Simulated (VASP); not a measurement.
A run of VASP 6.6.1 is set up as follows.

File INCAR:

```
SYSTEM = Li
  ALGO = Normal
  EDIFF = 1E-6
  ENCUT = 520
  GGA = PE
  ISIF = 2
  ISMEAR = -1
  LASPH = .TRUE.
  LCHARG = .FALSE.
  LREAL = .FALSE.
  LWAVE = .FALSE.
  NBANDS = 10
  NELM = 100
  PREC = Accurate
  SIGMA = 0.05
```

File KPOINTS:

```
k-points
0
G
  11 11 11
  0 0 0
```

The input POSCAR:

```
Li
1.0
    0.0000000000      2.8957551988      2.8957551988
    2.8957551988      0.0000000000      2.8957551988
    2.8957551988      2.8957551988      0.0000000000
Li
2
Direct
   -0.1250000000     -0.1250000000     -0.1250000000
    0.1250000000      0.1250000000      0.1250000000
```

Potentials or basis: VASP PAW PBE potentials, release 64 (Li_sv).

Command:

```bash
$ cat potpaw_PBE.64/Li_sv/POTCAR > POTCAR
$ mpirun -np 1 vasp_std > vasp.out
```

Problem. Estimate the band gap on the k mesh.

Solution. Zero (band 3 reaches 0.59 eV, above the bottom of band 4 at 0.15 eV).
